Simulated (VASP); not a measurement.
Input of a VASP 6.6.1 run:

INCAR

```
SYSTEM = SiO2
PREC     = Accurate       ! precision mode
ENCUT    = 520            ! plane-wave cutoff, eV
EDIFF    = 1E-6           ! SCF threshold, eV
ISMEAR   = 0              ! smearing method
SIGMA    = 0.02           ! smearing width, eV
LREAL    = .FALSE.        ! projectors in reciprocal space
LASPH    = .TRUE.         ! aspherical terms in the spheres
NELM     = 60             ! most SCF steps
ALGO     = Normal         ! electronic algorithm
ISIF     = 2              ! what is computed and relaxed
LWAVE    = .FALSE.        ! write WAVECAR
LCHARG   = .FALSE.        ! write CHGCAR
NBANDS   = 44             ! bands
```

Contents of KPOINTS:

```
regular mesh
0
G
  6 6 4
  0 0 0
```

File POSCAR:

```
SiO2
1.0
    4.9288867548      0.0000000000      0.0000000000
    0.0000000000      4.9288867548      0.0000000000
    0.0000000000      0.0000000000      7.2888060784
Si O
4 8
Direct
    0.0000000000      0.0000000000      0.0000000000
    0.0000000000      0.5000000000      0.2500000000
    0.5000000000      0.5000000000      0.5000000000
    0.5000000000      0.0000000000      0.7500000000
    0.0985467527      0.2500000000      0.1250000000
    0.2500000000      0.5985467527      0.3750000000
    0.7500000000      0.4014532473      0.3750000000
    0.9014532473      0.7500000000      0.1250000000
    0.5985467527      0.7500000000      0.6250000000
    0.7500000000      0.0985467527      0.8750000000
    0.2500000000      0.9014532473      0.8750000000
    0.4014532473      0.2500000000      0.6250000000
```

Potentials or basis: VASP PAW LDA potentials, release 64 (Si, O).

The run is started by

```bash
$ cat potpaw_LDA.64/Si/POTCAR potpaw_LDA.64/O/POTCAR > POTCAR
$ mpirun -np 1 vasp_std > vasp.out
```

What does it give for the pressure?

0.6 GPa.

What does it give for the largest force?

0.029 eV/Å.

Estimate the band gap on the k mesh.

5.76 eV.

Forces in eV/Å, atoms in the order of the input:
```
Si   0.000  0.000  0.000
Si   0.000  0.000  0.000
Si   0.000  0.000  0.000
Si   0.000  0.000  0.000
O    0.029  0.000  0.000
O    0.000  0.029  0.000
O    0.000 -0.029  0.000
O   -0.029  0.000  0.000
O    0.029  0.000  0.000
O    0.000  0.029  0.000
O    0.000 -0.029  0.000
O   -0.029  0.000  0.000
```

A k mesh can miss the band edges.
